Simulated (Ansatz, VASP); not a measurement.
## One calculation of Al4O, two programs

```xyz
5
Lattice="5.6462 0.0000 0.0000 -2.8231 4.8897 0.0000 0.0000 0.0000 3.4322" Properties=species:S:1:pos:R:3 pbc="T T T"
Al    2.8231    0.0000    1.7161
Al   -1.4115    2.4449    1.7161
Al    1.4115    2.4449    1.7161
Al    0.0000    0.0000    1.7161
O     0.0000    0.0000    0.0000
```

Alike in both runs: task relaxation of cell and atoms; functional PBE; k mesh 6 × 6 × 6; occupations gaussian, width 0.1 eV; no spin polarisation.

```csv
,VASP,Ansatz
version,VASP 6.6.1,Ansatz 0.2.0
potentials or method,"VASP PAW PBE potentials, release 64 (Al, O), cutoff 600 eV","scalar-relativistic, plane waves, PAW"
valence electrons in the cell,18,18
```

|  | VASP | Ansatz | Ansatz less VASP |
| --- | --- | --- | --- |
| gap on the k mesh at the Fermi level, each at its own relaxed structure (eV) | none | none | - |
| relaxed volume (Å³/atom) | 18.85 | 18.88 | +0.028 |
| relaxed cell length with the largest relative difference (Å) | 5.645 | 5.652 | +0.0065 |

A gap of «none» marks a metal or a gap that the smearing closes.
